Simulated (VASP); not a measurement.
# PbO2 (P4_2/mnm) in VASP: notebook, part 2 of 2

VASP 6.6.1.

### 4 Single point, PBEsol

This run uses another cell than the first one, of 13.69 Å³/atom.

File INCAR:

```
  ALGO = Normal
  EDIFF = 1E-6
  ENCUT = 520
  GGA = PS
  ISIF = 2
  ISMEAR = -1
  LASPH = True
  LCHARG = False
  LREAL = False
  LWAVE = False
  NBANDS = 35
  NELM = 100
  PREC = Accurate
  SIGMA = 0.05
```

File KPOINTS:

```
k-points
0
Gamma
  5 5 6
```

File POSCAR:

```
PbO2
1.0
    4.9131271473      0.0000000000      0.0000000000
    0.0000000000      4.9131271473      0.0000000000
    0.0000000000      0.0000000000      3.4040162149
Pb O
2 4
Direct
    0.5000000000      0.5000000000      0.5000000000
    0.0000000000      0.0000000000      0.0000000000
    0.6928155319      0.6928155319      0.0000000000
    0.8071844681      0.1928155319      0.5000000000
    0.1928155319      0.8071844681      0.5000000000
    0.3071844681      0.3071844681      0.0000000000
```

Potentials or basis: VASP PAW PBE potentials, release 64 (Pb_d, O).

Launch:

```console
$ cat potpaw_PBE.64/Pb_d/POTCAR potpaw_PBE.64/O/POTCAR > POTCAR
$ mpirun -np 1 vasp_std > vasp.out
```

OUTCAR:

```text
EDIFF = 1E-6
   ENCUT = 520
   GGA = PS
   ISIF = 2
   ISMEAR = -1
   LASPH = True
   LREAL = False
   NELM = 100
   PREC = Accurate

 ion  position               nearest neighbor table
   1  0.500  0.500  0.500-   4 2.13   5 2.13   3 2.17   6 2.17   3 2.17   6 2.17   2 3.87   2 3.87
                             2 3.87   2 3.87   2 3.87   2 3.87   2 3.87   2 3.87
   2  0.000  0.000  0.000-   3 2.13   6 2.13   5 2.17   4 2.17   4 2.17   5 2.17   1 3.87   1 3.87
                             1 3.87   1 3.87   1 3.87   1 3.87   1 3.87   1 3.87
   3  0.693  0.693  0.000-   2 2.13   1 2.17   1 2.17
   4  0.807  0.193  0.500-   1 2.13   2 2.17   2 2.17
[... 1121 lines left out ...]
  Total        2.6739851      2.6739851      2.7664795     -0.0000000      0.0000000      0.0000000
  in kB       52.1389094     52.1389094     53.9424185     -0.0000000      0.0000000      0.0000000
  external PRESSURE =      52.7400791 kB  Pullay stress =       0.0000000 kB

 VOLUME and BASIS-vectors are now :
 -----------------------------------------------------------------------------
  energy-cutoff  :      520.00
  volume of cell :       82.17
      direct lattice vectors                 reciprocal lattice vectors
     4.913127147  0.000000000  0.000000000     0.203536357  0.000000000  0.000000000
     0.000000000  4.913127147  0.000000000     0.000000000  0.203536357  0.000000000
     0.000000000  0.000000000  3.404016215     0.000000000  0.000000000  0.293770634

 POSITION                                       TOTAL-FORCE (eV/Angst)
 -----------------------------------------------------------------------------------
      2.45656      2.45656      1.70201        -0.000000      0.000000      0.000000
      0.00000      0.00000      0.00000        -0.000000      0.000000      0.000000
      3.40389      3.40389      0.00000         0.004906      0.004906      0.000000
      3.96580      0.94733      1.70201        -0.004906      0.004906      0.000000
      0.94733      3.96580      1.70201         0.004906     -0.004906     -0.000000
      1.50924      1.50924      0.00000        -0.004906     -0.004906     -0.000000
 -----------------------------------------------------------------------------------
    total drift:                                0.000000     -0.000000      0.000000

  FREE ENERGIE OF THE ION-ELECTRON SYSTEM (eV)
  ---------------------------------------------------
  free  energy   TOTEN  =       -34.0169043081 eV

  energy  without entropy=      -34.0148178733  energy(sigma->0) =      -34.01586109
```

OSZICAR:

```text
N       E                     dE             d eps       ncg     rms          rms(c)
DAV:   1     0.686607731790E+03    0.68661E+03   -0.25804E+04  1680   0.181E+03
DAV:   2     0.548477075098E+02   -0.63176E+03   -0.59999E+03  1837   0.502E+02
DAV:   3    -0.342689980635E+02   -0.89117E+02   -0.86470E+02  1976   0.207E+02
DAV:   4    -0.389623438367E+02   -0.46933E+01   -0.46437E+01  2168   0.493E+01
DAV:   5    -0.391343251922E+02   -0.17198E+00   -0.17159E+00  2160   0.968E+00    0.130E+01
DAV:   6    -0.340635275838E+02    0.50708E+01   -0.15060E+01  2545   0.492E+01    0.427E+00
DAV:   7    -0.340717661765E+02   -0.82386E-02   -0.15264E+00  1876   0.849E+00    0.268E+00
DAV:   8    -0.340396045453E+02    0.32162E-01   -0.34884E-01  2653   0.559E+00    0.109E+00
DAV:   9    -0.340157420216E+02    0.23863E-01   -0.69860E-02  2589   0.357E+00    0.111E-01
DAV:  10    -0.340169711127E+02   -0.12291E-02   -0.91439E-03  1911   0.517E-01    0.106E-01
DAV:  11    -0.340169187131E+02    0.52400E-04   -0.24422E-04  2658   0.161E-01    0.417E-02
DAV:  12    -0.340169069619E+02    0.11751E-04   -0.38471E-05  2518   0.410E-02    0.139E-02
DAV:  13    -0.340169042586E+02    0.27033E-05   -0.81273E-06  2087   0.358E-02    0.127E-03
DAV:  14    -0.340169043081E+02   -0.49451E-07   -0.12109E-06  1262   0.716E-03
   1 F= -.34016904E+02 E0= -.34015861E+02  d E =-.208643E-02
```

Run time: 56 s. Hardware: 1 thread of Intel Xeon Platinum 8488C (Sapphire Rapids), shared host; peak memory 0.22 GiB.

What came out:

| Quantity | Value |
| --- | --- |
| Free energy | -34.0169 eV |
| Pressure | 5.3 GPa |
| Largest force | 0.007 eV/Å |
| Band gap on the k mesh | 0.16 eV (least direct gap 0.46 eV) |

Forces on the atoms (eV/Å):
```
Pb   0.000  0.000  0.000
Pb   0.000  0.000  0.000
O    0.005  0.005  0.000
O   -0.005  0.005  0.000
O    0.005 -0.005  0.000
O   -0.005 -0.005  0.000
```

Caveat: the cell stands under pressure; the PAW data sets were made with another functional, which shifts forces and pressure a little; spin-orbit coupling is left out, which moves the levels of the heavy elements.

### 5 Summary

| level | cell | k mesh | gap on the mesh (eV) | pressure (GPa) | largest force (eV/Å) |
| --- | --- | --- | --- | --- | --- |
| PBE | a = 5.195, b = 5.195, c = 3.409 Å, 6 atoms, atomic positions A | 5 × 5 × 7 | 0.08 | -2.9 | 0.13 |
| PBEsol | a = 4.844, b = 4.844, c = 3.398 Å, 6 atoms, atomic positions B | 5 × 5 × 6 | 0.16 | 10.3 | - |
| PBEsol | a = 4.913, b = 4.913, c = 3.404 Å, 6 atoms, atomic positions C | 5 × 5 × 6 | 0.16 | 5.3 | 0.01 |

Alike in all rows: task single point; potentials or basis VASP PAW PBE potentials, release 64 (Pb_d, O); no spin polarisation; cutoff (eV) 520; smearing fermi-dirac 0.05 eV.

Caveats: spin-orbit coupling is left out, which moves the levels of the heavy elements; the cell stands under pressure (at least some runs); the PAW data sets were made with another functional, which shifts forces and pressure a little (at least some runs).

Total energies depend on the potentials used, so only differences within one code and one set of settings carry meaning.
